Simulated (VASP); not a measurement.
Input of a VASP 6.6.1 run:

File INCAR:

```
PREC = Accurate ; ENCUT = 520
EDIFF = 1E-6 ; ISMEAR = 0
SIGMA = 0.05 ; LREAL = False
LASPH = True ; NELM = 150
ALGO = Normal ; ISIF = 2
LWAVE = False ; LCHARG = False
LMAXMIX = 4 ; LDAU = True
LDAUTYPE = 2 ; LDAUL = 2 -1
LDAUU = 4 0 ; LDAUJ = 0 0
LDAUPRINT = 1 ; GGA = PE
NBANDS = 33
```

Contents of KPOINTS:

```
regular mesh
0
Gamma
  8 8 8
```

File POSCAR:

```
TiO2
1.0
   -1.9088507715      1.9088507715      4.8887928505
    1.9088507715     -1.9088507715      4.8887928505
    1.9088507715      1.9088507715     -4.8887928505
Ti O
2 4
Direct
    0.0000000000      0.0000000000      0.0000000000
    0.7500000000      0.2500000000      0.5000000000
    0.2052682436      0.2052682436      0.0000000000
    0.9552682436      0.4552682436      0.5000000000
    0.5447317564      0.0447317564      0.5000000000
    0.7947317564      0.7947317564      0.0000000000
```

Potentials or basis: VASP PAW PBE potentials, release 64 (Ti_sv, O).

Command:

```sh
$ cat potpaw_PBE.64/Ti_sv/POTCAR potpaw_PBE.64/O/POTCAR > POTCAR
$ mpirun -np 1 vasp_std > vasp.out
```

Task: Predict the pressure.

Result: 4.2 GPa.

Task: Predict the largest force.

Result: 0.150 eV/Å.

Task: What does it give for the band gap on the k mesh?

Result: 2.69 eV (least direct gap 2.95 eV).

Eigenvalues of the final occupation matrices:
| site | spin | trace | eigenvalues |
| --- | --- | --- | --- |
| site 1 d | 1 | 0.79 | 0.10 0.10 0.10 0.24 0.25 |
| site 1 d | 2 | 0.79 | 0.10 0.10 0.10 0.24 0.25 |
| site 2 d | 1 | 0.79 | 0.10 0.10 0.10 0.24 0.25 |
| site 2 d | 2 | 0.79 | 0.10 0.10 0.10 0.24 0.25 |

Caveat: the cell stands under pressure. A k mesh can miss the band edges.
